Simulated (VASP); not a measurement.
# BaS (Fm-3m) in VASP: notebook, part 3 of 3

VASP 6.6.1. Earlier steps stand in the parts before.

## (5) Electric field gradients, PBEsol (30.62 Å³/atom)

This run uses another cell than the first one, of 30.62 Å³/atom.

Contents of INCAR:

```
  ALGO = Normal
  EDIFF = 1E-8
  ENCUT = 520
  GGA = PS
  ISIF = 2
  ISMEAR = -1
  LASPH = T
  LCHARG = F
  LEFG = T
  LREAL = F
  LWAVE = F
  NBANDS = 15
  NELM = 80
  PREC = Accurate
  SIGMA = 0.02
```

Contents of KPOINTS:

```
k-points
0
Gamma
  8 8 8
```

Contents of POSCAR:

```
BaS
1.0
    0.0000000000      3.1285531347      3.1285531347
    3.1285531347      0.0000000000      3.1285531347
    3.1285531347      3.1285531347      0.0000000000
Ba S
1 1
Direct
    0.0000000000      0.0000000000      0.0000000000
    0.5000000000      0.5000000000      0.5000000000
```

Potentials or basis: VASP PAW PBE potentials, release 64 (Ba_sv, S).

The run is started by

```
$ cat potpaw_PBE.64/Ba_sv/POTCAR potpaw_PBE.64/S/POTCAR > POTCAR
$ mpirun -np 1 vasp_std > vasp.out
```

OUTCAR:

```text
EDIFF = 1E-8
   ENCUT = 520
   GGA = PS
   ISIF = 2
   ISMEAR = -1
   LASPH = T
   LREAL = F
   NELM = 80
   PREC = Accurate

 ion  position               nearest neighbor table
   1  0.000  0.000  0.000-   2 3.13   2 3.13   2 3.13   2 3.13   2 3.13   2 3.13
   2  0.500  0.500  0.500-   1 3.13   1 3.13   1 3.13   1 3.13   1 3.13   1 3.13

  LATTYP: Found a face centered cubic cell.
 ALAT       =     6.2571062694

  Lattice vectors:

 A1 = (   0.0000000000,   3.1285531347,   3.1285531347)
 A2 = (   3.1285531347,   0.0000000000,   3.1285531347)
[... 644 lines left out ...]
  ---------------------------------------------------
  free  energy   TOTEN  =       -10.6948224864 eV

  energy  without entropy=      -10.6948224864  energy(sigma->0) =      -10.69482249

 Electric field gradients (V/A^2)
---------------------------------------------------------------------
 ion       V_xx      V_yy      V_zz      V_xy      V_xz      V_yz
---------------------------------------------------------------------
   1       0.000     0.000    -0.000     0.000     0.000     0.000
   2       0.000     0.000     0.000     0.000     0.000     0.000
---------------------------------------------------------------------

 Electric field gradients after diagonalization (V/A^2)
 (convention: |V_zz| > |V_xx| > |V_yy|)
----------------------------------------------------------------------
 ion       V_xx      V_yy      V_zz     asymmetry (V_yy - V_xx)/ V_zz
----------------------------------------------------------------------
   1      -0.000    -0.000     0.000       0.000
   2      -0.000    -0.000     0.001       0.000
----------------------------------------------------------------------

           NMR quadrupolar parameters

 Cq : quadrupolar parameter    Cq=e*Q*V_zz/h
 eta: asymmetry parameters     (V_yy - V_xx)/ V_zz
 Q  : nuclear electric quadrupole moment in mb (millibarn)
----------------------------------------------------------------------
 ion       Cq(MHz)       eta       Q (mb)
----------------------------------------------------------------------
   1       0.000       0.000       1.000
   2       0.000       0.000       1.000
----------------------------------------------------------------------
```

OSZICAR:

```text
N       E                     dE             d eps       ncg     rms          rms(c)
DAV:   1     0.815446992862E+02    0.81545E+02   -0.70087E+03   870   0.941E+02
DAV:   2    -0.646713699491E+01   -0.88012E+02   -0.79301E+02  1200   0.172E+02
DAV:   3    -0.110208545811E+02   -0.45537E+01   -0.45211E+01  1145   0.397E+01
DAV:   4    -0.111133553973E+02   -0.92501E-01   -0.92445E-01  1130   0.600E+00
DAV:   5    -0.111160114659E+02   -0.26561E-02   -0.26558E-02  1154   0.823E-01    0.508E+00
DAV:   6    -0.107005009503E+02    0.41551E+00   -0.54003E-01  1010   0.451E+00    0.351E+00
DAV:   7    -0.106906192099E+02    0.98817E-02   -0.13991E-01  1067   0.210E+00    0.184E+00
DAV:   8    -0.106950344394E+02   -0.44152E-02   -0.18583E-02   968   0.893E-01    0.207E-01
DAV:   9    -0.106944774355E+02    0.55700E-03   -0.28531E-03  1115   0.349E-01    0.963E-02
DAV:  10    -0.106948264179E+02   -0.34898E-03   -0.45336E-04   982   0.158E-01    0.298E-02
DAV:  11    -0.106948215057E+02    0.49122E-05   -0.72900E-05  1157   0.583E-02    0.542E-03
DAV:  12    -0.106948224955E+02   -0.98980E-06   -0.67835E-06  1011   0.150E-02    0.656E-03
DAV:  13    -0.106948225338E+02   -0.38310E-07   -0.53799E-07  1101   0.497E-03    0.130E-03
DAV:  14    -0.106948224449E+02    0.88953E-07   -0.49053E-08  1136   0.178E-03    0.135E-03
DAV:  15    -0.106948224756E+02   -0.30689E-07   -0.11425E-08   747   0.650E-04    0.502E-04
DAV:  16    -0.106948224861E+02   -0.10569E-07   -0.15557E-09   589   0.251E-04    0.732E-04
DAV:  17    -0.106948224864E+02   -0.30218E-09   -0.31942E-10   505   0.130E-04
   1 F= -.10694822E+02 E0= -.10694822E+02  d E =-.195231E-10
```

stdout:

```text
POSCAR found type information on POSCAR BaS
 POSCAR found :  2 types and       2 ions
 scaLAPACK will be used
 -----------------------------------------------------------------------------
|                                                                             |
|                                                                             |
|     You enforced a specific xc type in the INCAR file but a different       |
|     I HOPE YOU KNOW WHAT YOU ARE DOING!                                     |
|                                                                             |
 -----------------------------------------------------------------------------

 LDA part: xc-table for (Slater+PW92), standard interpolation
 POSCAR, INCAR and KPOINTS ok, starting setup
 FFT: planning ... GRIDC
 FFT: planning ... GRID_SOFT
 FFT: planning ... GRID
 WAVECAR not read
 entering main loop
ion   1

ion   2
```

It took 64 s on 1 thread of Intel Xeon 8259CL, shared host; peak memory 0.21 GiB.

What came out:

```yaml
Free_energy: -10.6948 eV
Pressure: 2.6 GPa
Band_gap_on_the_k_mesh: 1.86 eV (least direct gap 1.96 eV)
Largest_electric_field_gradient_by_atom: under 0.05 V/Å² on every atom
```

Caveat: the PAW data sets were made with another functional, which shifts forces and pressure a little; spin-orbit coupling is left out, which moves the levels of the heavy elements.

## (6) Electric field gradients, PBEsol (31.76 Å³/atom)

This run uses another cell than the first one, of 31.76 Å³/atom.

Contents of INCAR:

```
PREC = Accurate ; ENCUT = 520
EDIFF = 1E-8 ; ISMEAR = -1
SIGMA = 0.02 ; LREAL = F
LASPH = T ; NELM = 80
ALGO = Normal ; ISIF = 2
LWAVE = F ; LCHARG = F
GGA = PS ; LEFG = T
NBANDS = 15
```

Contents of KPOINTS:

```
regular mesh
0
Gamma
  8 8 8
```

Contents of POSCAR:

```
BaS
1.0
    0.0000000000      3.1669104958      3.1669104958
    3.1669104958      0.0000000000      3.1669104958
    3.1669104958      3.1669104958      0.0000000000
Ba S
1 1
Direct
    0.0000000000      0.0000000000      0.0000000000
    0.5000000000      0.5000000000      0.5000000000
```

Potentials or basis: VASP PAW PBE potentials, release 64 (Ba_sv, S).

The run is started by

```
$ cat potpaw_PBE.64/Ba_sv/POTCAR potpaw_PBE.64/S/POTCAR > POTCAR
$ mpirun -np 1 vasp_std > vasp.out
```

OUTCAR:

```text
PREC = Accurate
   ENCUT = 520
   EDIFF = 1E-8
   ISMEAR = -1
   LREAL = F
   LASPH = T
   NELM = 80
   ISIF = 2
   GGA = PS

 ion  position               nearest neighbor table
   1  0.000  0.000  0.000-   2 3.17   2 3.17   2 3.17   2 3.17   2 3.17   2 3.17
   2  0.500  0.500  0.500-   1 3.17   1 3.17   1 3.17   1 3.17   1 3.17   1 3.17

  LATTYP: Found a face centered cubic cell.
 ALAT       =     6.3338209916

  Lattice vectors:

 A1 = (   0.0000000000,   3.1669104958,   3.1669104958)
 A2 = (   3.1669104958,   0.0000000000,   3.1669104958)
 A3 = (   3.1669104958,   3.1669104958,   0.0000000000)

Analysis of symmetry for initial positions (statically):
=====================================================================
 Subroutine PRICEL returns:
 Original cell was already a primitive cell.

 Routine SETGRP: Setting up the symmetry group for a
 face centered cubic supercell.

 Subroutine GETGRP returns: Found 48 space group operations
 (whereof 48 operations were pure point group operations)
 out of a pool of 48 trial point group operations.

The static configuration has the point symmetry O_h .

Analysis of symmetry for dynamics (positions and initial velocities):
=====================================================================
 Subroutine PRICEL returns:
 Original cell was already a primitive cell.

 Routine SETGRP: Setting up the symmetry group for a
 face centered cubic supercell.

 Subroutine GETGRP returns: Found 48 space group operations
 (whereof 48 operations were pure point group operations)
 out of a pool of 48 trial point group operations.

The dynamic configuration has the point symmetry O_h .

 Subroutine INISYM returns: Found 48 space group operations
[... 167 lines left out ...]
     14       6.2407      0.00000
[... 401 lines left out ...]
      2     -10.5808      2.00000
      3      -9.7420      2.00000
      4      -9.6405      2.00000
      5      -7.8577      2.00000
      6      -0.0914      2.00000
      7       0.5657      2.00000
      8       0.6553      2.00000
      9       6.0951      0.00000
     10       6.3008      0.00000
     11       8.1947      0.00000
     12       8.4374      0.00000
     13       9.4123      0.00000
     14      10.3266      0.00000
     15      11.0397      0.00000

 [... further k-points ...]
[... 5 lines left out ...]
  --------------------------------------------------------------------------------------
  -------------------------------------------------------------------------------------
  Total        0.2525962      0.2525962      0.2525962     -0.0000000      0.0000000      0.0000000
  in kB        6.3708884      6.3708884      6.3708884     -0.0000000      0.0000000      0.0000000
  external PRESSURE =       6.3708884 kB  Pullay stress =       0.0000000 kB

 VOLUME and BASIS-vectors are now :
 -----------------------------------------------------------------------------
  energy-cutoff  :      520.00
  volume of cell :       63.52
      direct lattice vectors                 reciprocal lattice vectors
     0.000000000  3.166910496  3.166910496    -0.157882580  0.157882580  0.157882580
     3.166910496  0.000000000  3.166910496     0.157882580 -0.157882580  0.157882580
     3.166910496  3.166910496  0.000000000     0.157882580  0.157882580 -0.157882580

 POSITION                                       TOTAL-FORCE (eV/Angst)
 -----------------------------------------------------------------------------------
      0.00000      0.00000      0.00000         0.000000      0.000000      0.000000
      3.16691      3.16691      3.16691         0.000000      0.000000     -0.000000
 -----------------------------------------------------------------------------------
    total drift:                                0.000000      0.000000      0.000000

  FREE ENERGIE OF THE ION-ELECTRON SYSTEM (eV)
  ---------------------------------------------------
  free  energy   TOTEN  =       -10.7175181768 eV

  energy  without entropy=      -10.7175181768  energy(sigma->0) =      -10.71751818

 Electric field gradients (V/A^2)
---------------------------------------------------------------------
 ion       V_xx      V_yy      V_zz      V_xy      V_xz      V_yz
---------------------------------------------------------------------
   1       0.000    -0.000    -0.000     0.000     0.000     0.000
   2      -0.000     0.000    -0.000     0.000     0.000     0.000
---------------------------------------------------------------------

 Electric field gradients after diagonalization (V/A^2)
 (convention: |V_zz| > |V_xx| > |V_yy|)
----------------------------------------------------------------------
 ion       V_xx      V_yy      V_zz     asymmetry (V_yy - V_xx)/ V_zz
----------------------------------------------------------------------
   1      -0.000    -0.000     0.000       0.000
   2      -0.000    -0.000     0.001       0.000
----------------------------------------------------------------------

           NMR quadrupolar parameters

 Cq : quadrupolar parameter    Cq=e*Q*V_zz/h
 eta: asymmetry parameters     (V_yy - V_xx)/ V_zz
 Q  : nuclear electric quadrupole moment in mb (millibarn)
----------------------------------------------------------------------
 ion       Cq(MHz)       eta       Q (mb)
----------------------------------------------------------------------
   1       0.000       0.000       1.000
   2       0.000       0.000       1.000
----------------------------------------------------------------------
```

OSZICAR:

```text
N       E                     dE             d eps       ncg     rms          rms(c)
DAV:   1     0.826751797671E+02    0.82675E+02   -0.67317E+03   870   0.919E+02
DAV:   2    -0.628667013024E+01   -0.88962E+02   -0.79435E+02  1173   0.169E+02
DAV:   3    -0.110510382154E+02   -0.47644E+01   -0.47221E+01  1177   0.419E+01
DAV:   4    -0.111431533736E+02   -0.92115E-01   -0.92100E-01  1117   0.583E+00
DAV:   5    -0.111450146568E+02   -0.18613E-02   -0.18612E-02  1183   0.712E-01    0.478E+00
DAV:   6    -0.107214848023E+02    0.42353E+00   -0.55213E-01   996   0.454E+00    0.328E+00
DAV:   7    -0.107126784833E+02    0.88063E-02   -0.13728E-01  1081   0.208E+00    0.178E+00
DAV:   8    -0.107177787197E+02   -0.51002E-02   -0.19496E-02   926   0.905E-01    0.228E-01
DAV:   9    -0.107171086297E+02    0.67009E-03   -0.28068E-03  1136   0.334E-01    0.106E-01
DAV:  10    -0.107175146912E+02   -0.40606E-03   -0.49004E-04   912   0.156E-01    0.274E-02
DAV:  11    -0.107175172916E+02   -0.26005E-05   -0.50251E-05  1143   0.462E-02    0.596E-03
DAV:  12    -0.107175182085E+02   -0.91681E-06   -0.42473E-06   998   0.124E-02    0.673E-03
DAV:  13    -0.107175181703E+02    0.38142E-07   -0.42219E-07  1052   0.428E-03    0.936E-04
DAV:  14    -0.107175181768E+02   -0.64798E-08   -0.86423E-09   927   0.710E-04
   1 F= -.10717518E+02 E0= -.10717518E+02  d E =-.275338E-10
```

stdout:

```text
POSCAR found type information on POSCAR BaS
 POSCAR found :  2 types and       2 ions
 scaLAPACK will be used
 -----------------------------------------------------------------------------
|                                                                             |
|                                                                             |
|     You enforced a specific xc type in the INCAR file but a different       |
|     I HOPE YOU KNOW WHAT YOU ARE DOING!                                     |
|                                                                             |
 -----------------------------------------------------------------------------

 LDA part: xc-table for (Slater+PW92), standard interpolation
 POSCAR, INCAR and KPOINTS ok, starting setup
 FFT: planning ... GRIDC
 FFT: planning ... GRID_SOFT
 FFT: planning ... GRID
 WAVECAR not read
 entering main loop
ion   1

ion   2
```

Run time: 52 s. Hardware: 1 thread of Intel Xeon 8259CL, shared host; peak memory 0.21 GiB.

Results:

* Free energy: -10.7175 eV
* Pressure: 0.6 GPa
* Band gap on the k mesh: 1.93 eV (least direct gap 2.06 eV)
* Largest electric field gradient by atom: under 0.05 V/Å² on every atom

Caveat: the PAW data sets were made with another functional, which shifts forces and pressure a little; spin-orbit coupling is left out, which moves the levels of the heavy elements.

## (7) The runs side by side

```csv
cell,gap on the mesh (eV),pressure (GPa)
"a = 4.440 Å, angles 60.0°, 2 atoms",1.88,2.0
"a = 4.424 Å, angles 60.0°, 2 atoms",1.86,2.6
"a = 4.479 Å, angles 60.0°, 2 atoms",1.93,0.6
```

Alike in all rows: task electric field gradients; level PBEsol; potentials or basis VASP PAW PBE potentials, release 64 (Ba_sv, S); no spin polarisation; k mesh 8 × 8 × 8; cutoff (eV) 520; smearing fermi-dirac 0.02 eV.

Caveats: the PAW data sets were made with another functional, which shifts forces and pressure a little; spin-orbit coupling is left out, which moves the levels of the heavy elements.

Total energies depend on the potentials used, so only differences within one code and one set of settings carry meaning.
